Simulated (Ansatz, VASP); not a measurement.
**Two plane-wave programs on I**

```xyz
3
Lattice="2.1456 1.2388 7.2735 -2.1456 1.2388 7.2735 0.0000 -2.4776 7.2735" Properties=species:S:1:pos:R:3 pbc="T T T"
I     0.0000    0.0000    0.0000
I     0.0000    0.0000    4.8521
I     0.0000    0.0000   16.9686
```

Alike in both runs: functional r2SCAN; k mesh 12 × 12 × 12; occupations gaussian, width 0.1 eV; no spin polarisation.

Ansatz relaxed the structure, and its values are those at the end. VASP's run is a single point on that final structure, the one shown.

|  | VASP | Ansatz |
| --- | --- | --- |
| version | VASP 6.6.1 | Ansatz 0.2.0 |
| potentials or method | VASP PAW PBE potentials, release 64 (I), cutoff 520 eV | scalar-relativistic, plane waves, PAW |
| valence electrons in the cell | 21 | 51 |

VASP gave:

- gap on the k mesh at the Fermi level (eV): none
- pressure (GPa): -0.1

Task: What did Ansatz give for the same quantities?

Result: gap on the k mesh at the Fermi level (eV): none; pressure (GPa): 0.0.

VASP's potentials were made for PBE, not for r2SCAN. A gap of «none» marks a metal or a gap that the smearing closes. VASP's potentials hold 21 valence electrons a cell and Ansatz's 51, so a difference there can come from the potentials and not from the codes.

Neither program's run includes spin-orbit coupling.
